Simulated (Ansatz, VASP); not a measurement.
One calculation of Zr, two programs

```xyz
1
Lattice="-1.8338 1.8338 1.8338 1.8338 -1.8338 1.8338 1.8338 1.8338 -1.8338" Properties=species:S:1:pos:R:3 pbc="T T T"
Zr    0.0000    0.0000    0.0000
```

Change from the starting cell: volume scaled by 1.04, crystal datasets.

Alike in both runs: task electric field gradients; functional PBEsol; k mesh 14 × 14 × 14; occupations fermi-dirac, width 0.08 eV; no spin polarisation.

|  | VASP | Ansatz |
| --- | --- | --- |
| version | VASP 6.6.1 | Ansatz 0.2.0 |
| potentials or method | VASP PAW PBE potentials, release 64 (Zr_sv), cutoff 520 eV | all-electron PAW with datasets made for the crystal, scalar-relativistic |

```tsv
	VASP	Ansatz	Ansatz less VASP
pressure (GPa)	-9.2	-9.3	-0.03
```

VASP's potentials were made for PBE, not for PBEsol. Ansatz ran all-electron here, and VASP with PAW potentials.
